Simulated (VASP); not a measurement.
Input of a VASP 6.6.1 run:

The input INCAR:

```
SYSTEM = W
PREC = Accurate ; ENCUT = 600
EDIFF = 1E-6 ; ISMEAR = -1
SIGMA = 0.05 ; LREAL = .False.
LASPH = .True. ; NELM = 100
ALGO = Normal ; ISIF = 3
LWAVE = .False. ; LCHARG = .False.
IBRION = 2 ; NSW = 60
EDIFFG = -0.03
```

File KPOINTS:

```
Automatic mesh
0
Gamma
  8 8 8
  0 0 0
```

File POSCAR:

```
W
1.0
    0.0000000000      2.7400000000      2.7400000000
    2.7400000000      0.0000000000      2.7400000000
    2.7400000000      2.7400000000      0.0000000000
W
2
Direct
    0.0000000000      0.0000000000      0.0000000000
    0.2500000000      0.2500000000      0.2500000000
```

Potentials or basis: VASP PAW LDA potentials, release 64 (W_sv).

Run with:

```sh
$ cat potpaw_LDA.64/W_sv/POTCAR > POTCAR
$ mpirun -np 1 vasp_std > vasp.out
```

(1) Estimate the relaxed cell.

(2) Estimate the space group after relaxing (to 0.1 Å).

Results:

(1) a = 4.048 Å, b = 4.048 Å, c = 4.048 Å, α = 60.00°, β = 60.00°, γ = 60.00°.

(2) Fd-3m (No. 227).
